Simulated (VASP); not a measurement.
A run of VASP 6.6.1 is set up as follows.

INCAR

```
SYSTEM = Sn2As2Se
PREC = Accurate
ENCUT = 520
EDIFF = 1E-6
ISMEAR = 0
SIGMA = 0.1
LREAL = .False.
LASPH = .True.
NELM = 60
ALGO = Normal
ISIF = 2
LWAVE = .False.
LCHARG = .False.
GGA = PE
NBANDS = 30
```

The input KPOINTS:

```
regular mesh
0
Gamma
  8 8 8
  0 0 0
```

File POSCAR:

```
Sn2As2Se
1.0
    2.8420216153     -5.6399614020      0.0000000000
    2.8420216153      5.6399614020      0.0000000000
    0.0000000000      0.0000000000      5.0074025607
Sn As Se
2 2 1
Direct
    0.7517112157      0.7517112157      0.0000000000
    0.2482887843      0.2482887843      0.0000000000
    0.0000000000      0.5000000000      0.0000000000
    0.5000000000      0.0000000000      0.0000000000
    0.5000000000      0.5000000000      0.5000000000
```

Potentials or basis: VASP PAW PBE potentials, release 64 (Sn_d, As, Se).

The run is started by

```sh
$ cat potpaw_PBE.64/Sn_d/POTCAR potpaw_PBE.64/As/POTCAR potpaw_PBE.64/Se/POTCAR > POTCAR
$ mpirun -np 1 vasp_std > vasp.out
```

Question: Estimate the band gap on the k mesh.

Answer: Zero (band 22 reaches 3.79 eV, above the bottom of band 23 at 2.75 eV).

Question: Predict the pressure.

Answer: 0.0 GPa.

Forces on the atoms (eV/Å):
```
Sn   0.002  0.000  0.000
Sn  -0.002  0.000  0.000
As   0.000  0.000  0.000
As   0.000  0.000  0.000
Se   0.000  0.000  0.000
```

Caveat: spin-orbit coupling is left out, which moves the levels of the heavy elements.
